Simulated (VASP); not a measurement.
Write the native input for VASP 6.6.1 that does the following.

```yaml
Task: single point
Functional: revPBE
Potentials_or_basis: VASP PAW PBE potentials, release 64 (Fe)
Cutoff: 600 eV
k_mesh: 16 × 16 × 9
Occupations: fermi-dirac, width 0.1 eV
Spin: no spin polarisation
Dipole_correction: no
Further_INCAR_settings: ALGO = Normal; EDIFF = 1e-06; NBANDS = 15
```

The structure of Fe lies in POSCAR:

```
Fe
1.0
    2.5382653927      0.0000000000      0.0000000000
   -1.2691326964      2.1982023116      0.0000000000
    0.0000000000      0.0000000000      4.0142346706
Fe
2
Direct
    0.3333333333      0.6666666667      0.2500000000
    0.6666666667      0.3333333333      0.7500000000
```

This isn't the form of Fe at room conditions, which is bcc.

The input as run:

INCAR

```
ALGO = Normal
EDIFF = 1E-6
ENCUT = 600
GGA = RE
GGA_COMPAT = F
ISIF = 2
ISMEAR = -1
LASPH = T
LCHARG = F
LREAL = F
LWAVE = F
NBANDS = 15
NELM = 120
PREC = Accurate
SIGMA = 0.1
```

KPOINTS

```
k-points
0
Gamma
  16 16 9
```

Potentials or basis: VASP PAW PBE potentials, release 64 (Fe).

Run with:

```bash
$ cat potpaw_PBE.64/Fe/POTCAR > POTCAR
$ mpirun -np 1 vasp_std > vasp.out
```

Results of the run:

The pressure is -17.9 GPa and the band gap on the k mesh is zero (bands 8 and 9 overlap by 1.62 eV).

Caveat: the cell stands under tension; the PAW data sets were made with another functional, which shifts forces and pressure a little; the run has no spin polarisation, though such a crystal can be magnetic.

Run time: 26 s on 1 thread of Intel(R) Xeon(R) Platinum 8559C (Emerald Rapids), with other jobs on the host, peak memory 0.17 GiB.
